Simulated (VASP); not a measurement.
# Li (Im-3m) in VASP: further runs

The runs below take Li through single point, relaxation of cell and atoms, with r2SCAN.

Everything below comes from runs of VASP 6.6.1. Logs are shortened: lines on timing, memory, paths and dates and some standing lists are left out, and cuts for length are marked.

**1. The cell of the first run**

The structure is cubic, space group Im-3m (No. 229). Conventional cell: a = 3.476 Å, b = 3.476 Å, c = 3.476 Å, α = 90.00°, β = 90.00°, γ = 90.00°. Within 4.0 Å of Li (site symmetry m-3m) lie 14 Li at 3.01 to 3.48 Å.

**2. Single point, r2SCAN**

File POSCAR:

```
Li
1.0
   -1.7381176889      1.7381176889      1.7381176889
    1.7381176889     -1.7381176889      1.7381176889
    1.7381176889      1.7381176889     -1.7381176889
Li
1
Direct
    0.0000000000      0.0000000000      0.0000000000
```

File INCAR.step1:

```
PREC = Accurate
ENCUT = 520
ISMEAR = 0
SIGMA = 0.1
LREAL = False
LASPH = True
NELM = 100
NBANDS = 8
GGA = PE
ALGO = Normal
EDIFF = 1E-4
LWAVE = True
LCHARG = False
```

File INCAR.step2:

```
PREC = Accurate
ENCUT = 520
EDIFF = 1E-6
ISMEAR = 0
SIGMA = 0.1
LREAL = False
LASPH = True
NELM = 100
ALGO = Normal
ISIF = 2
LWAVE = False
LCHARG = False
METAGGA = R2SCAN
LMIXTAU = True
NBANDS = 8
ISTART = 1
```

File KPOINTS:

```
Automatic mesh
0
Gamma
  16 16 16
```

Potentials or basis: VASP PAW PBE potentials, release 64 (Li_sv).

Run with:

```
cat potpaw_PBE.64/Li_sv/POTCAR > POTCAR
cp INCAR.step1 INCAR
mpirun -np 1 vasp_std > vasp.out
cp INCAR.step2 INCAR
mpirun -np 1 vasp_std > vasp.out
```

OUTCAR:

```text
PREC = Accurate
   ENCUT = 520
   EDIFF = 1E-6
   ISMEAR = 0
   LREAL = False
   LASPH = True
   NELM = 100
   ISIF = 2
   METAGGA = R2SCAN
   ISTART = 1

 ion  position               nearest neighbor table
   1  0.000  0.000  0.000-

  LATTYP: Found a body centered cubic cell.
 ALAT       =     3.4762353778

  Lattice vectors:

 A1 = (  -1.7381176889,   1.7381176889,   1.7381176889)
 A2 = (   1.7381176889,  -1.7381176889,   1.7381176889)
 A3 = (   1.7381176889,   1.7381176889,  -1.7381176889)

Analysis of symmetry for initial positions (statically):
=====================================================================
 Subroutine PRICEL returns:
 Original cell was already a primitive cell.

 Routine SETGRP: Setting up the symmetry group for a
 body centered cubic supercell.

 Subroutine GETGRP returns: Found 48 space group operations
 (whereof 48 operations were pure point group operations)
 out of a pool of 48 trial point group operations.

The static configuration has the point symmetry O_h .

Analysis of symmetry for dynamics (positions and initial velocities):
=====================================================================
 Subroutine PRICEL returns:
 Original cell was already a primitive cell.

 Routine SETGRP: Setting up the symmetry group for a
 body centered cubic supercell.

 Subroutine GETGRP returns: Found 48 space group operations
 (whereof 48 operations were pure point group operations)
 out of a pool of 48 trial point group operations.

The dynamic configuration has the point symmetry O_h .

 Subroutine INISYM returns: Found 48 space group operations
 (whereof 48 operations are pure point group operations),
 and found     1 'primitive' translations

----------------------------------------------------------------------------------------

                                     Primitive cell

  volume of cell :      21.0038

  direct lattice vectors                    reciprocal lattice vectors
    -1.738117689  1.738117689  1.738117689     0.000000000  0.287667517  0.287667517
     1.738117689 -1.738117689  1.738117689     0.287667517  0.000000000  0.287667517
     1.738117689  1.738117689 -1.738117689     0.287667517  0.287667517  0.000000000

  length of vectors
     3.010508147  3.010508147  3.010508147     0.406823304  0.406823304  0.406823304

  position of ions in fractional coordinates (direct lattice)
     0.000000000  0.000000000  0.000000000

  ion indices of the primitive-cell ions
   primitive index   ion index
                 1           1

----------------------------------------------------------------------------------------

 KPOINTS: Automatic mesh

Automatic generation of k-mesh.
 Grid dimensions read from file:
 generate k-points for:   16   16   16

 Generating k-lattice:

  Cartesian coordinates                     Fractional coordinates (reciprocal lattice)
     0.000000000  0.017979220  0.017979220     0.062500000  0.000000000  0.000000000
     0.017979220  0.000000000  0.017979220     0.000000000  0.062500000  0.000000000
     0.017979220  0.017979220  0.000000000     0.000000000  0.000000000  0.062500000

  Length of vectors
     0.025426457  0.025426457  0.025426457

  Shift w.r.t. Gamma in fractional coordinates (k-lattice)
     0.000000000  0.000000000  0.000000000

 Subroutine IBZKPT returns following result:
 ===========================================

 Found    145 irreducible k-points:

 Following reciprocal coordinates:
            Coordinates               Weight
  0.000000  0.000000  0.000000      1.000000
  0.062500  0.000000  0.000000     12.000000
  0.125000  0.000000  0.000000     12.000000
  0.187500  0.000000  0.000000     12.000000
  0.250000  0.000000  0.000000     12.000000
  0.312500  0.000000  0.000000     12.000000
[... 16 lines left out ...]
  0.187500  0.187500  0.000000     24.000000
  0.250000  0.187500  0.000000     48.000000
 [... further k-points ...]
   k-points           NKPTS =    145   k-points in BZ     NKDIM =    145   number of bands    NBANDS=      8
   number of dos      NEDOS =    301   number of ions     NIONS =      1
   total plane-waves  NPLWV =  13824
   dimension x,y,z NGX =    24 NGY =   24 NGZ =   24
   dimension x,y,z NGXF=    48 NGYF=   48 NGZF=   48
   ions per type =               1
   NGX,Y,Z   is equivalent  to a cutoff of  13.25, 13.25, 13.25 a.u.
   NGXF,Y,Z  is equivalent  to a cutoff of  26.51, 26.51, 26.51 a.u.
 SYSTEM =  unknown system
   PREC   = accura    normal or accurate (medium, high low for compatibility)
   ISTART =      1    job   : 0-new  1-cont  2-samecut
   ICHARG =      0    charge: 1-file 2-atom 10-const
   ISPIN  =      1    spin polarized calculation?
   LNONCOLLINEAR =      F non collinear calculations
   LSORBIT =      F    spin-orbit coupling
   LASPH  =      T    aspherical Exc in radial PAW
   ENCUT  =  520.0 eV  38.22 Ry    6.18 a.u.   5.60  5.60  5.60*2*pi/ulx,y,z
   NELM   =    100;   NELMIN=  2; NELMDL=  0     # of ELM steps
   EDIFF  = 0.1E-05   stopping-criterion for ELM
   LREAL  =      F    real-space projection
[... 7 lines left out ...]
   TEBEG  =    0.0;   TEEND  =   0.0 temperature during run
   PSTRESS=    0.0 pullay stress
   NELECT =       3.0000    total number of electrons
   NUPDOWN=      -1.0000    fix difference up-down
   EMIN   =  10.00;   EMAX   =-10.00  energy-range for DOS
   EFERMI =   0.00;   METHOD = LEGACY
   ISMEAR =     0;   SIGMA  =   0.10  broadening in eV -4-tet -1-fermi 0-gaus
   EFERMI_NEDOS =   21; number of points for ismear=-14 and -15
   IALGO  =     38    algorithm
   IMIX   =      4    mixing-type and parameters
     AMIX     =   0.40;   BMIX     =  1.00
     AMIX_MAG =   1.60;   BMIX_MAG =  1.00
  volume/ion in A,a.u.               =      21.00       141.74
  Fermi-wavevector in a.u.,A,eV,Ry     =   0.855755  1.617142  9.963771  0.732316
  Thomas-Fermi vector in A             =   1.972553
   LORBIT       =      0    0 simple, 1 ext, 2 COOP (PROOUT), +10 PAW based schemes
   METAGGA = R2SCAN    functional components
   LHFCALC =     F    Hartree Fock is set to
   AEXX    =    0.0000 exact exchange contribution
   IVDW    =     0    specifies the selected vdW correction
   LEPSILON=     F    determine dielectric tensor
   LRPA    =     F    only Hartree local field effects (RPA)
 non-spin polarized calculation
 Gauss-broadening in eV      SIGMA  =   0.10
  energy-cutoff  :      520.00
  volume of cell :       21.00
 maximum number of plane-waves:       586
   NGX = 11   NGY = 11   NGZ = 11

 number of electron       2.9999991 magnetization

 Free energy of the ion-electron system (eV)
  ---------------------------------------------------
  ext. energy  EPLUGINS =         0.00000000
  ---------------------------------------------------
  free energy    TOTEN  =        -2.38279507 eV

  energy without entropy =       -2.38005763  energy(sigma->0) =       -2.38142635

 E-fermi :   0.5357     XC(G=0):  -7.3553

 val. band max:        0.5090550349   @ k =   0.2500   0.2500   0.0000
 cond. band min:       0.5481032006   @ k =   0.3125   0.1875   0.0000
 fundamental gap:      0.0390481657
 Fermi energy:         0.5356881481

 k-point     1 :       0.0000    0.0000    0.0000
  band No.  band energies     occupation
      1     -47.6098      2.00000
      2      -3.2718      2.00000
      3      16.4695      0.00000
      4      16.4710      0.00000
      5      16.4710      0.00000
      6      20.6290      0.00000
      7      20.6293      0.00000
      8      20.6293      0.00000

 k-point     2 :       0.0625    0.0000    0.0000
  band No.  band energies     occupation
      1     -47.6093      2.00000
      2      -3.1930      2.00000
      3      15.8305      0.00000
      4      16.0018      0.00000
      5      16.3090      0.00000
      6      19.6206      0.00000
      7      19.6744      0.00000
      8      21.0802      0.00000

 k-point     3 :       0.1250    0.0000    0.0000
  band No.  band energies     occupation
      1     -47.6073      2.00000
      2      -2.9548      2.00000
      3      14.0853      0.00000
      4      15.0711      0.00000
      5      15.8577      0.00000
      6      18.3974      0.00000
      7      18.6935      0.00000
      8      20.7198      0.00000

 k-point     4 :       0.1875    0.0000    0.0000
  band No.  band energies     occupation
      1     -47.6045      2.00000
      2      -2.5579      2.00000
      3      11.9166      0.00000
      4      14.1208      0.00000
      5      15.2359      0.00000
      6      17.2739      0.00000
      7      18.3291      0.00000
      8      20.8384      0.00000

 k-point     5 :       0.2500    0.0000    0.0000
  band No.  band energies     occupation
      1     -47.6010      2.00000
      2      -2.0037      2.00000
      3       9.7620      0.00000
      4      13.2909      0.00000
      5      14.5955      0.00000
      6      16.3448      0.00000
      7      18.2297      0.00000
      8      21.3228      0.00000

 k-point     6 :       0.3125    0.0000    0.0000
  band No.  band energies     occupation
      1     -47.5976      2.00000
      2      -1.3002      2.00000
      3       7.7646      0.00000
      4      12.6264      0.00000
      5      14.0374      0.00000
      6      15.6189      0.00000
      7      18.2803      0.00000
      8      22.0805      0.00000

 k-point     7 :       0.3750    0.0000    0.0000
  band No.  band energies     occupation
      1     -47.5946      2.00000
      2      -0.4741      2.00000
      3       5.9974      0.00000
      4      12.1455      0.00000
      5      13.6153      0.00000
      6      15.0992      0.00000
      7      18.4064      0.00000
      8      23.0399      0.00000

 k-point     8 :       0.4375    0.0000    0.0000
  band No.  band energies     occupation
      1     -47.5927      2.00000
      2       0.3701      1.98079
      3       4.5827      0.00000
      4      11.8541      0.00000
      5      13.3542      0.00000
      6      14.7871      0.00000
      7      18.5296      0.00000
      8      24.0740      0.00000

 k-point     9 :       0.5000    0.0000    0.0000
  band No.  band energies     occupation
      1     -47.5921      2.00000
      2       0.8231      0.00005
      3       3.9389      0.00000
      4      11.7567      0.00000
      5      13.2659      0.00000
      6      14.6829      0.00000
      7      18.5806      0.00000
      8      24.6697      0.00000

 k-point    10 :       0.0625    0.0625    0.0000
  band No.  band energies     occupation
      1     -47.6080      2.00000
      2      -3.0343      2.00000
      3      14.9498      0.00000
      4      15.0564      0.00000
      5      15.7972      0.00000
      6      18.8711      0.00000
      7      19.0182      0.00000
      8      20.6909      0.00000
[... 78 lines left out ...]
 k-point    18 :       0.1875    0.1250    0.0000
  band No.  band energies     occupation
      1     -47.5997      2.00000
      2      -1.7629      2.00000
      3       9.7893      0.00000
      4      11.4684      0.00000
      5      13.5609      0.00000
      6      18.1866      0.00000
      7      18.6368      0.00000
      8      21.5106      0.00000

 k-point    19 :       0.2500    0.1250    0.0000
  band No.  band energies     occupation
      1     -47.5965      2.00000
      2      -1.0551      2.00000
      3       7.8393      0.00000
      4      10.8084      0.00000
      5      12.9822      0.00000
      6      17.9289      0.00000
      7      18.7903      0.00000
      8      22.1245      0.00000

 k-point    20 :       0.3125    0.1250    0.0000
  band No.  band energies     occupation
      1     -47.5938      2.00000
      2      -0.2188      2.00000
      3       6.0845      0.00000
      4      10.3404      0.00000
      5      12.5525      0.00000
      6      17.6422      0.00000
      7      19.0691      0.00000
      8      22.8399      0.00000

 k-point    21 :       0.3750    0.1250    0.0000
  band No.  band energies     occupation
      1     -47.5921      2.00000
      2       0.6505      0.10451
      3       4.6554      0.00000
      4      10.0592      0.00000
      5      12.2892      0.00000
      6      17.4417      0.00000
      7      19.3357      0.00000
      8      23.6249      0.00000

 k-point    22 :       0.4375    0.1250    0.0000
  band No.  band energies     occupation
      1     -47.5914      2.00000
      2       1.1327      0.00000
      3       3.9857      0.00000
      4       9.9653      0.00000
      5      12.2005      0.00000
      6      17.3711      0.00000
      7      19.4487      0.00000
      8      24.3531      0.00000

 k-point    23 :       0.1875    0.1875    0.0000
  band No.  band energies     occupation
      1     -47.5968      2.00000
      2      -1.1282      2.00000
      3       8.4902      0.00000
      4      10.0528      0.00000
      5      12.9966      0.00000
      6      18.3838      0.00000
      7      19.0874      0.00000
      8      22.2790      0.00000

 k-point    24 :       0.2500    0.1875    0.0000
  band No.  band energies     occupation
      1     -47.5941      2.00000
      2      -0.3449      2.00000
      3       6.8864      0.00000
      4       9.2525      0.00000
      5      12.5557      0.00000
      6      18.5056      0.00000
      7      19.4687      0.00000
      8      23.0211      0.00000

 [... further k-points ...]

------------------------ aborting loop because EDIFF is reached ----------------------------------------

  FORCE on cell =-STRESS in cart. coord.  units (eV):
  Direction    XX          YY          ZZ          XY          YZ          ZX
  --------------------------------------------------------------------------------------
  -------------------------------------------------------------------------------------
  Total       -0.0280093     -0.0280093     -0.0280093      0.0000000      0.0000000     -0.0000000
  in kB       -2.1365631     -2.1365631     -2.1365631      0.0000000      0.0000000     -0.0000000
  external PRESSURE =      -2.1365631 kB  Pullay stress =       0.0000000 kB

 VOLUME and BASIS-vectors are now :
 -----------------------------------------------------------------------------
  energy-cutoff  :      520.00
  volume of cell :       21.00
      direct lattice vectors                 reciprocal lattice vectors
    -1.738117689  1.738117689  1.738117689     0.000000000  0.287667517  0.287667517
     1.738117689 -1.738117689  1.738117689     0.287667517  0.000000000  0.287667517
     1.738117689  1.738117689 -1.738117689     0.287667517  0.287667517  0.000000000

 POSITION                                       TOTAL-FORCE (eV/Angst)
 -----------------------------------------------------------------------------------
      0.00000      0.00000      0.00000         0.000000      0.000000      0.000000
 -----------------------------------------------------------------------------------
    total drift:                               -0.000000      0.000000     -0.000000

  FREE ENERGIE OF THE ION-ELECTRON SYSTEM (eV)
  ---------------------------------------------------
  free  energy   TOTEN  =        -2.3827950747 eV

  energy  without entropy=       -2.3800576323  energy(sigma->0) =       -2.38142635
```

Run time: 75 s. Hardware: 1 thread of Intel Xeon Platinum 8488C (Sapphire Rapids), shared host; peak memory 0.14 GiB.

What came out:

| Property | Result |
| --- | --- |
| Free energy | -2.3828 eV |
| Band gap on the k mesh | zero (an odd number of electrons rules out a gap without spin polarisation) |

Caveat: the cutoff is under 1.25 times the usual one of these potentials, so pressure, stress and relaxed cells hold a basis-set (Pulay) error; the PAW data sets were made with another functional, which shifts forces and pressure a little.

(Continued in part 2 of 2.)
